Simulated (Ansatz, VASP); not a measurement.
# Cu: VASP beside Ansatz

INCAR

```
PREC = Accurate
ENCUT = 520
EDIFF = 1E-7
ISMEAR = 0
SIGMA = 0.15
LREAL = F
LASPH = T
NELM = 100
ALGO = Fast
ISIF = 2
LWAVE = F
LCHARG = F
GGA = PE
NBANDS = 18
```

Contents of KPOINTS:

```
Automatic mesh
0
Gamma
  24 24 12
```

File POSCAR:

```
Cu
1.0
    2.5974490865      0.0000000000      0.0000000000
   -1.2987245433      2.2494568940      0.0000000000
    0.0000000000      0.0000000000      4.3181995500
Cu
2
Direct
    0.3333333333      0.6666666667      0.2500000000
    0.6666666667      0.3333333333      0.7500000000
```

Input for Ansatz:

```yaml
crystal:
  lattice:
    - [2.5974490865, 0.0, 0.0]
    - [-1.2987245433, 2.249456894, 0.0]
    - [0.0, 0.0, 4.31819955]
  atoms:
    - { symbol: Cu, position: [0.3333333333, 0.6666666667, 0.25] }
    - { symbol: Cu, position: [0.6666666667, 0.3333333333, 0.75] }
basis:
  ecutwfc: 420
kpoints:
  mp_grid: { grid: [24, 24, 12] }
hamiltonian:
  xc: pbe
scf:
  occupations: { method: gaussian, width: 0.15 }
output:
  forces: true
  stress: true
  eigenvalues: true
```

Change from the starting cell: strain +0.025 along x and y, +0.050 along z, atoms carried along.

Alike in both runs: task single point; functional PBE; k mesh 24 × 24 × 12; occupations gaussian, width 0.15 eV; no spin polarisation.

|  | VASP | Ansatz |
| --- | --- | --- |
| version | VASP 6.6.1 | Ansatz 0.2.0 |
| potentials or method | VASP PAW PBE potentials, release 64 (Cu), cutoff 520 eV | scalar-relativistic, plane waves, PAW |
| valence electrons in the cell | 22 | 38 |

Ansatz gave:

| Property | Result |
| --- | --- |
| gap on the k mesh at the Fermi level (eV) | none |
| pressure (GPa) | -6.4 |
| traceless stress, the component that is largest in VASP (GPa) | -1.20 |

Problem. Estimate VASP's values.

Solution. gap on the k mesh at the Fermi level (eV): none; pressure (GPa): -5.8; traceless stress, the component that is largest in VASP (GPa): -1.22.

A gap of «none» marks a metal or a gap that the smearing closes. VASP's potentials hold 22 valence electrons a cell and Ansatz's 38, so a difference there can come from the potentials and not from the codes.
